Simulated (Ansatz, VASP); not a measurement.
# Two plane-wave programs on Ti

The input POSCAR:

```
Ti
1.0
   -1.8250971602      1.8250971602      1.2903436923
    1.8250971602     -1.8250971602      1.2903436923
    1.8250971602      1.8250971602     -1.2903436923
Ti
1
Direct
    0.0000000000      0.0000000000      0.0000000000
```

INCAR.step1

```
PREC = Accurate ; ENCUT = 520
ISMEAR = 0 ; SIGMA = 0.15
LREAL = F ; LASPH = T
NELM = 60 ; NBANDS = 12
GGA = PE ; ALGO = Normal
EDIFF = 1E-4 ; LWAVE = T
LCHARG = F
```

Contents of INCAR.step2:

```
PREC = Accurate ; ENCUT = 520
EDIFF = 1E-6 ; ISMEAR = 0
SIGMA = 0.15 ; LREAL = F
LASPH = T ; NELM = 60
ALGO = Normal ; ISIF = 2
LWAVE = F ; LCHARG = T
METAGGA = R2SCAN ; LMIXTAU = T
LELF = T ; LVHAR = T
NBANDS = 12 ; ISTART = 1
```

The input KPOINTS:

```
regular mesh
0
Gamma
  28 28 28
```

Input for Ansatz:

```yaml
crystal:
  lattice:
    - [-1.8250971602, 1.8250971602, 1.2903436923]
    - [1.8250971602, -1.8250971602, 1.2903436923]
    - [1.8250971602, 1.8250971602, -1.2903436923]
  atoms:
    - { symbol: Ti, position: [0.0, 0.0, 0.0] }
basis:
  ecutwfc: 500
kpoints:
  mp_grid: { grid: [28, 28, 28] }
hamiltonian:
  xc: r2scan
scf:
  occupations: { method: gaussian, width: 0.15 }
output:
  forces: true
  stress: true
  eigenvalues: true
```

Alike in both runs: task single point; functional r2SCAN; k mesh 28 × 28 × 28; occupations gaussian, width 0.15 eV; no spin polarisation.

|  | VASP | Ansatz |
| --- | --- | --- |
| version | VASP 6.6.1 | Ansatz 0.2.0 |
| potentials or method | VASP PAW PBE potentials, release 64 (Ti_sv), cutoff 520 eV | scalar-relativistic, plane waves, PAW |
| valence electrons in the cell | 12 | 12 |

```csv
,VASP,Ansatz,Ansatz less VASP
gap on the k mesh at the Fermi level (eV),none,none,-
pressure (GPa),0.2,-0.1,-0.40
"traceless stress, the component that is largest in VASP (GPa)",12.29,12.15,-0.137
```

VASP's potentials were made for PBE, not for r2SCAN. A gap of «none» marks a metal or a gap that the smearing closes. The functional is the same, so the differences come from potentials, cutoffs and numerics.
